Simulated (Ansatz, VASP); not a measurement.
**AlRu: VASP beside Ansatz**

Contents of INCAR:

```
PREC = Accurate
ENCUT = 600
EDIFF = 1E-7
ISMEAR = -1
SIGMA = 0.05
LREAL = False
LASPH = True
NELM = 60
ALGO = Normal
ISIF = 3
LWAVE = False
LCHARG = False
GGA = PS
IBRION = 2
NSW = 60
EDIFFG = -0.005
```

KPOINTS

```
Automatic mesh
0
Gamma
  14 14 14
```

POSCAR

```
AlRu
1.0
    0.0000000000      2.5359338295      2.5359338295
    2.5359338295      0.0000000000      2.5359338295
    2.5359338295      2.5359338295      0.0000000000
Ru Al
1 1
Direct
    0.0000000000      0.0000000000      0.0000000000
    0.5000000000      0.5000000000      0.5000000000
```

Input for Ansatz:

```yaml
crystal:
  lattice:
    - [0.0, 2.5359338295, 2.5359338295]
    - [2.5359338295, 0.0, 2.5359338295]
    - [2.5359338295, 2.5359338295, 0.0]
  atoms:
    - { symbol: Ru, position: [0.0, 0.0, 0.0] }
    - { symbol: Al, position: [0.5, 0.5, 0.5] }
kpoints:
  mp_grid: { grid: [14, 14, 14] }
scf:
  occupations: { method: fermi_dirac, width: 0.05 }
hamiltonian:
  xc: pbesol
  pseudopotentials: { kind: paw }
output:
  forces: true
  stress: true
relax:
  f_tol: 0.005
  max_steps: 40
  cell: {}
```

Alike in both runs: task relaxation of cell and atoms; functional PBEsol; k mesh 14 × 14 × 14; occupations fermi-dirac, width 0.05 eV; no spin polarisation.

|  | VASP | Ansatz |
| --- | --- | --- |
| version | VASP 6.6.1 | Ansatz 0.2.0 |
| potentials or method | VASP PAW PBE potentials, release 64 (Ru_pv, Al) | PAW with Ansatz's default frozen-core files, scalar-relativistic |
| plane-wave cutoff (eV) | 600 | 420 |
| valence electrons in the cell | 17 | 19 |

|  | VASP | Ansatz | Ansatz less VASP |
| --- | --- | --- | --- |
| relaxed volume (Å³/atom) | 14.99 | 14.98 | -0.012 |
| relaxed cell length with the largest relative difference (Å) | 3.487 | 3.486 | -0.0009 |

VASP's potentials were made for PBE, not for PBEsol. VASP's potentials hold 17 valence electrons a cell and Ansatz's 19, so a difference there can come from the potentials and not from the codes.
